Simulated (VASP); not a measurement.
A run of VASP 6.6.1 is set up as follows.

File INCAR:

```
PREC = Accurate
ENCUT = 520
EDIFF = 1E-7
ISMEAR = 0
SIGMA = 0.05
LREAL = False
LASPH = True
NELM = 80
ALGO = Normal
ISIF = 2
LWAVE = False
LCHARG = True
LELF = True
LVHAR = True
NBANDS = 24
```

File KPOINTS:

```
regular mesh
0
Gamma
  6 6 4
```

The input POSCAR:

```
KBr
1.0
    3.8618012837      0.0000000000      0.0000000000
    0.0000000000      3.8618012837      0.0000000000
    0.0000000000      0.0000000000      7.7236025674
K Br
2 2
Direct
    0.0000000000      0.0000000000      0.0000000000
    0.0000000000      0.0000000000      0.5000000000
    0.4127417919      0.5000000000      0.2500000000
    0.5872582081      0.5000000000      0.7500000000
```

Potentials or basis: VASP PAW LDA potentials, release 64 (K_sv, Br).

Run with:

```bash
$ cat potpaw_LDA.64/K_sv/POTCAR potpaw_LDA.64/Br/POTCAR > POTCAR
$ mpirun -np 1 vasp_std > vasp.out
```

Question: Predict the band gap on the k mesh.

Answer: 3.96 eV (least direct gap 4.19 eV).

Question: Estimate the pressure.

Answer: 0.4 GPa.

Question: What does it give for the largest force?

Answer: 0.308 eV/Å.

Forces on the atoms (eV/Å):
```
K    0.000  0.000  0.000
K    0.000  0.000  0.000
Br   0.308  0.000  0.000
Br  -0.308  0.000  0.000
```

Caveat: the cell differs from its parent crystal (atoms displaced along a vibrational mode, the cell strained). A k mesh can miss the band edges.
